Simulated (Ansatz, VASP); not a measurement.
**Two plane-wave programs on ZnCu2SnS4**

File INCAR:

```
SYSTEM = ZnCu2SnS4
ALGO     = Normal         ! electronic algorithm
EDIFF    = 1E-7           ! SCF threshold, eV
ENCUT    = 520            ! plane-wave cutoff, eV
GGA      = PE             ! functional
ISIF     = 2              ! what is computed and relaxed
ISMEAR   = -1             ! smearing method
LASPH    = .TRUE.         ! aspherical terms in the spheres
LCHARG   = .FALSE.        ! write CHGCAR
LREAL    = .FALSE.        ! projectors in reciprocal space
LWAVE    = .FALSE.        ! write WAVECAR
NBANDS   = 46             ! bands
NELM     = 80             ! most SCF steps
PREC     = Accurate       ! precision mode
SIGMA    = 0.02           ! smearing width, eV
```

KPOINTS

```
k-points
0
G
  6 6 6
  0 0 0
```

POSCAR

```
ZnCu2SnS4
1.0
   -2.7069828945      2.7069828945      5.4112902578
    2.7069828945     -2.7069828945      5.4112902578
    2.7069828945      2.7069828945     -5.4112902578
Cu Zn Sn S
2 1 1 4
Direct
    0.0000000000      0.0000000000      0.0000000000
    0.7500000000      0.2500000000      0.5000000000
    0.2500000000      0.7500000000      0.5000000000
    0.5000000000      0.5000000000      0.0000000000
    0.1065752311      0.6286969589      0.9935355125
    0.3713030411      0.3648385536      0.4778782722
    0.6351614464      0.1130397186      0.0064644875
    0.8869602814      0.8934247689      0.5221217278
```

Input for Ansatz:

```yaml
crystal:
  lattice:
    - [-2.7069828945, 2.7069828945, 5.4112902578]
    - [2.7069828945, -2.7069828945, 5.4112902578]
    - [2.7069828945, 2.7069828945, -5.4112902578]
  atoms:
    - { symbol: Cu, position: [0.0, 0.0, 0.0] }
    - { symbol: Cu, position: [0.75, 0.25, 0.5] }
    - { symbol: Zn, position: [0.25, 0.75, 0.5] }
    - { symbol: Sn, position: [0.5, 0.5, 0.0] }
    - { symbol: S, position: [0.1065752311, 0.6286969589, 0.9935355125] }
    - { symbol: S, position: [0.3713030411, 0.3648385536, 0.4778782722] }
    - { symbol: S, position: [0.6351614464, 0.1130397186, 0.0064644875] }
    - { symbol: S, position: [0.8869602814, 0.8934247689, 0.5221217278] }
kpoints:
  mp_grid: { grid: [6, 6, 6] }
  band_path:
    path:
      - [[0.0, 0.0, 0.0], [1.42632161158e-17, -1.42632161158e-17, 0.5], [0.25, 0.25, 0.25], [4.94235460765e-17, 0.5, -4.94235460765e-17], [0.0, 0.0, 0.0], [0.5, 0.5, -0.5], [0.3125618196499, 0.6874381803501, -0.3125618196499]]
      - [[-0.3125618196499, 0.3125618196499, 0.3125618196499], [0.0, 0.0, 0.0]]
      - [[1.42632161158e-17, -1.42632161158e-17, 0.5], [-0.1251236392998, 0.1251236392998, 0.5]]
      - [[0.5, 0.5, -0.1251236392998], [0.5, 0.5, -0.5]]
    npoints: 10
hamiltonian:
  xc: pbe
scf:
  occupations: { method: fermi_dirac, width: 0.02 }
  n_extra_bands: 6
output:
  forces: true
  stress: true
  eigenvalues: true
  write_density: true
  write_potential: true
  elf: true
  volumetric_format: npy
```

Alike in both runs: task single point; functional PBE; k mesh 6 × 6 × 6; occupations fermi-dirac, width 0.02 eV; no spin polarisation.

|  | VASP | Ansatz |
| --- | --- | --- |
| version | VASP 6.6.1 | Ansatz 0.2.0 |
| potentials or method | VASP PAW PBE potentials, release 64 (Cu, Zn, Sn_d, S) | plane waves, PAW |
| plane-wave cutoff (eV) | 520 | 420 |
| valence electrons in the cell | 72 | 88 |

VASP gave:

| Item | Value |
| --- | --- |
| pressure (GPa) | 2.4 |
| rms of the force components (eV/Å) | 0.056 |

Problem. Which values does Ansatz return?

Solution. Pressure (GPa): 2.3; rms of the force components (eV/Å): 0.071.

Atom by atom the forces differ by 0.016 eV/Å (rms over components). VASP's potentials hold 72 valence electrons a cell and Ansatz's 88, so a difference there can come from the potentials and not from the codes.
